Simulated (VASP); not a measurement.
# CdTe (F-43m) in VASP: a series of runs

The runs below take CdTe through single point, with revPBE, PBE+D4.

Everything below comes from runs of VASP 6.6.1. Logs are shortened: lines on timing, memory, paths and dates and some standing lists are left out, and cuts for length are marked.

## 1. The cell of the first run

Symmetry: F-43m, No. 216, cubic system. Conventional cell: a = 6.488 Å, b = 6.488 Å, c = 6.488 Å, α = 90.00°, β = 90.00°, γ = 90.00°. Cd (site symmetry -43m) has 4 Te at 2.81 Å within 3.7 Å. Te (site symmetry -43m) has 4 Cd at 2.81 Å within 3.7 Å.

## 2. Single point, revPBE

Contents of INCAR:

```
ALGO = Normal
EDIFF = 1E-7
ENCUT = 520
GGA = RE
ISIF = 2
ISMEAR = 0
LASPH = T
LCHARG = T
LELF = T
LREAL = F
LVHAR = T
LWAVE = F
NBANDS = 16
NELM = 60
PREC = Accurate
SIGMA = 0.05
```

Contents of KPOINTS:

```
k-points
0
Gamma
  6 6 6
```

Contents of POSCAR:

```
CdTe
1.0
    0.0000000000      3.2439266818      3.2439266818
    3.2439266818      0.0000000000      3.2439266818
    3.2439266818      3.2439266818      0.0000000000
Cd Te
1 1
Direct
    0.0000000000      0.0000000000      0.0000000000
    0.2500000000      0.2500000000      0.2500000000
```

Potentials or basis: VASP PAW PBE potentials, release 64 (Cd, Te).

Command:

```bash
$ cat potpaw_PBE.64/Cd/POTCAR potpaw_PBE.64/Te/POTCAR > POTCAR
$ mpirun -np 1 vasp_std > vasp.out
```

OUTCAR:

```text
EDIFF = 1E-7
   ENCUT = 520
   GGA = RE
   ISIF = 2
   ISMEAR = 0
   LASPH = T
   LREAL = F
   NELM = 60
   PREC = Accurate

 ion  position               nearest neighbor table
   1  0.000  0.000  0.000-   2 2.81   2 2.81   2 2.81   2 2.81
   2  0.250  0.250  0.250-   1 2.81   1 2.81   1 2.81   1 2.81

  LATTYP: Found a face centered cubic cell.
 ALAT       =     6.4878533636

  Lattice vectors:

 A1 = (   0.0000000000,   3.2439266818,   3.2439266818)
 A2 = (   3.2439266818,   0.0000000000,   3.2439266818)
 A3 = (   3.2439266818,   3.2439266818,   0.0000000000)

Analysis of symmetry for initial positions (statically):
=====================================================================
 Subroutine PRICEL returns:
 Original cell was already a primitive cell.

 Routine SETGRP: Setting up the symmetry group for a
 face centered cubic supercell.

 Subroutine GETGRP returns: Found 24 space group operations
 (whereof 24 operations were pure point group operations)
 out of a pool of 48 trial point group operations.

The static configuration has the point symmetry T_d .

Analysis of symmetry for dynamics (positions and initial velocities):
=====================================================================
 Subroutine PRICEL returns:
 Original cell was already a primitive cell.

 Routine SETGRP: Setting up the symmetry group for a
 face centered cubic supercell.

 Subroutine GETGRP returns: Found 24 space group operations
 (whereof 24 operations were pure point group operations)
 out of a pool of 48 trial point group operations.

The dynamic configuration has the point symmetry T_d .

 Subroutine INISYM returns: Found 24 space group operations
 (whereof 24 operations are pure point group operations),
 and found     1 'primitive' translations

----------------------------------------------------------------------------------------

                                     Primitive cell

  volume of cell :      68.2721

  direct lattice vectors                    reciprocal lattice vectors
     0.000000000  3.243926682  3.243926682    -0.154134186  0.154134186  0.154134186
     3.243926682  0.000000000  3.243926682     0.154134186 -0.154134186  0.154134186
     3.243926682  3.243926682  0.000000000     0.154134186  0.154134186 -0.154134186

  length of vectors
     4.587605109  4.587605109  4.587605109     0.266968242  0.266968242  0.266968242

  position of ions in fractional coordinates (direct lattice)
     0.000000000  0.000000000  0.000000000
     0.250000000  0.250000000  0.250000000

[... 68 lines left out ...]
   LREAL  =      F    real-space projection
   EDIFFG = 0.1E-05   stopping-criterion for IOM
   NSW    =      0    number of steps for IOM
   IBRION =     -1    ionic relax: 0-MD 1-quasi-New 2-CG
   NFREE  =      0    steps in history (QN), initial steepest desc. (CG)
   ISIF   =      2    stress and relaxation
   ISYM   =      2    0-nonsym 1-usesym 2-fastsym
   POTIM  = 0.5000    time-step for ionic-motion
   TEBEG  =    0.0;   TEEND  =   0.0 temperature during run
   PSTRESS=    0.0 pullay stress
   NELECT =      18.0000    total number of electrons
   NUPDOWN=      -1.0000    fix difference up-down
   EMIN   =  10.00;   EMAX   =-10.00  energy-range for DOS
   EFERMI =   0.00;   METHOD = LEGACY
   ISMEAR =     0;   SIGMA  =   0.05  broadening in eV -4-tet -1-fermi 0-gaus
   EFERMI_NEDOS =   21; number of points for ismear=-14 and -15
   IALGO  =     38    algorithm
   IMIX   =      4    mixing-type and parameters
     AMIX     =   0.40;   BMIX     =  1.00
     AMIX_MAG =   1.60;   BMIX_MAG =  1.00
  volume/ion in A,a.u.               =      34.14       230.36
  Fermi-wavevector in a.u.,A,eV,Ry     =   1.049747  1.983734 14.993195  1.101969
  Thomas-Fermi vector in A             =   2.184722
   LORBIT       =      0    0 simple, 1 ext, 2 COOP (PROOUT), +10 PAW based schemes
   GGA     = RE    functional components
   LHFCALC =     F    Hartree Fock is set to
   AEXX    =    0.0000 exact exchange contribution
   IVDW    =     0    specifies the selected vdW correction
   LEPSILON=     F    determine dielectric tensor
   LRPA    =     F    only Hartree local field effects (RPA)
 non-spin polarized calculation
 Gauss-broadening in eV      SIGMA  =   0.05
  energy-cutoff  :      520.00
  volume of cell :       68.27
 maximum number of plane-waves:      1868
 NGX is ok and might be reduce to    36
   NGX = 17   NGY = 17   NGZ = 17

 number of electron      17.9999997 magnetization

 Free energy of the ion-electron system (eV)
  ---------------------------------------------------
  ext. energy  EPLUGINS =         0.00000000
  ---------------------------------------------------
  free energy    TOTEN  =        -4.18452804 eV

  energy without entropy =       -4.18452804  energy(sigma->0) =       -4.18452804

 E-fermi :   2.6739     XC(G=0):  -8.4067

 val. band max:        2.4043790178   @ k =   0.0000   0.0000   0.0000
 cond. band min:       3.2758340420   @ k =   0.0000   0.0000   0.0000
 fundamental gap:      0.8714550242
 Fermi energy:         2.6738685969

 k-point     1 :       0.0000    0.0000    0.0000
  band No.  band energies     occupation
      1      -8.7174      2.00000
      2      -5.8787      2.00000
      3      -5.8787      2.00000
      4      -5.8787      2.00000
      5      -5.6223      2.00000
      6      -5.6223      2.00000
[... 281 lines left out ...]
      3      -5.7479      2.00000
      4      -5.6683      2.00000
      5      -5.6095      2.00000
      6      -5.0659      2.00000
[... 8 lines left out ...]
     15      13.4763      0.00000
     16      13.8542      0.00000

------------------------ aborting loop because EDIFF is reached ----------------------------------------

  FORCE on cell =-STRESS in cart. coord.  units (eV):
  Direction    XX          YY          ZZ          XY          YZ          ZX
  --------------------------------------------------------------------------------------
  -------------------------------------------------------------------------------------
  Total        1.6093883      1.6093883      1.6093883      0.0000000      0.0000000     -0.0000000
  in kB       37.7683784     37.7683784     37.7683784      0.0000000      0.0000000     -0.0000000
  external PRESSURE =      37.7683784 kB  Pullay stress =       0.0000000 kB

 VOLUME and BASIS-vectors are now :
 -----------------------------------------------------------------------------
  energy-cutoff  :      520.00
  volume of cell :       68.27
      direct lattice vectors                 reciprocal lattice vectors
     0.000000000  3.243926682  3.243926682    -0.154134186  0.154134186  0.154134186
     3.243926682  0.000000000  3.243926682     0.154134186 -0.154134186  0.154134186
     3.243926682  3.243926682  0.000000000     0.154134186  0.154134186 -0.154134186

 POSITION                                       TOTAL-FORCE (eV/Angst)
 -----------------------------------------------------------------------------------
      0.00000      0.00000      0.00000         0.000000      0.000000     -0.000000
      1.62196      1.62196      1.62196        -0.000000     -0.000000      0.000000
 -----------------------------------------------------------------------------------
    total drift:                               -0.000000     -0.000000     -0.000000

  FREE ENERGIE OF THE ION-ELECTRON SYSTEM (eV)
  ---------------------------------------------------
  free  energy   TOTEN  =        -4.1845280449 eV

  energy  without entropy=       -4.1845280449  energy(sigma->0) =       -4.18452804
```

OSZICAR:

```text
N       E                     dE             d eps       ncg     rms          rms(c)
DAV:   1     0.990841944018E+02    0.99084E+02   -0.82645E+03   512   0.975E+02
DAV:   2    -0.858115179478E+00   -0.99942E+02   -0.95282E+02   624   0.235E+02
DAV:   3    -0.436724147029E+01   -0.35091E+01   -0.35052E+01   632   0.460E+01
DAV:   4    -0.439937357387E+01   -0.32132E-01   -0.32131E-01   800   0.383E+00
DAV:   5    -0.439944261234E+01   -0.69038E-04   -0.69038E-04   640   0.170E-01    0.570E+00
DAV:   6    -0.419393078078E+01    0.20551E+00   -0.34609E-01   584   0.694E+00    0.461E+00
DAV:   7    -0.418084035501E+01    0.13090E-01   -0.11759E-01   568   0.221E+00    0.170E+00
DAV:   8    -0.418340520674E+01   -0.25649E-02   -0.12112E-02   584   0.124E+00    0.498E-01
DAV:   9    -0.418427137539E+01   -0.86617E-03   -0.13911E-03   592   0.361E-01    0.113E-01
DAV:  10    -0.418441748920E+01   -0.14611E-03   -0.16490E-04   656   0.119E-01    0.600E-02
DAV:  11    -0.418452534714E+01   -0.10786E-03   -0.21396E-04   544   0.833E-02    0.349E-02
DAV:  12    -0.418452476106E+01    0.58607E-06   -0.38512E-06   664   0.156E-02    0.246E-02
DAV:  13    -0.418452644484E+01   -0.16838E-05   -0.58379E-06   632   0.133E-02    0.104E-02
DAV:  14    -0.418452756419E+01   -0.11193E-05   -0.26798E-06   608   0.845E-03    0.103E-02
DAV:  15    -0.418452769116E+01   -0.12698E-06   -0.35490E-08   520   0.117E-03    0.845E-03
DAV:  16    -0.418452799696E+01   -0.30580E-06   -0.12693E-07   584   0.193E-03    0.109E-03
DAV:  17    -0.418452804485E+01   -0.47890E-07   -0.16780E-08   328   0.743E-04
   1 F= -.41845280E+01 E0= -.41845280E+01  d E =-.948127E-16
```

Wall time 48 s (1 thread of Intel Xeon 6975P-C, shared host); peak memory 0.21 GiB.

What came out:

```
Free energy            : -4.1845 eV
Pressure               : 3.8 GPa
Band gap on the k mesh : 0.87 eV, direct
```

Caveat: the PAW data sets were made with another functional, which shifts forces and pressure a little; spin-orbit coupling is left out, which moves the levels of the heavy elements. As with any semilocal functional, this revPBE gap is likely too small.

(Continued in part 2 of 2.)
